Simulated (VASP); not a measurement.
Input of a VASP 6.6.1 run:

Contents of INCAR:

```
  ALGO = Normal
  EDIFF = 1E-7
  ENCUT = 520
  ISIF = 2
  ISMEAR = 0
  LASPH = T
  LCHARG = T
  LELF = T
  LREAL = F
  LVHAR = T
  LWAVE = F
  NBANDS = 14
  NELM = 80
  PREC = Accurate
  SIGMA = 0.15
```

The input KPOINTS:

```
k-points
0
Gamma
  18 18 18
```

POSCAR

```
ZrB
1.0
    0.0000000000      2.2229050980      2.5096598557
    2.2229050980      0.0000000000      2.5096598557
    2.2229050980      2.2229050980      0.0000000000
Zr B
1 1
Direct
    0.0000000000      0.0000000000      0.0000000000
    0.5000000000      0.5000000000      0.5000000000
```

Potentials or basis: VASP PAW LDA potentials, release 64 (Zr_sv, B).

Launch:

```console
$ cat potpaw_LDA.64/Zr_sv/POTCAR potpaw_LDA.64/B/POTCAR > POTCAR
$ mpirun -np 1 vasp_std > vasp.out
```

(1) What does it give for the pressure?

(2) Predict the band gap on the k mesh.

Results:

(1) 33.0 GPa.

(2) zero (an odd number of electrons rules out a gap without spin polarisation).

Caveat: the cell stands under pressure.
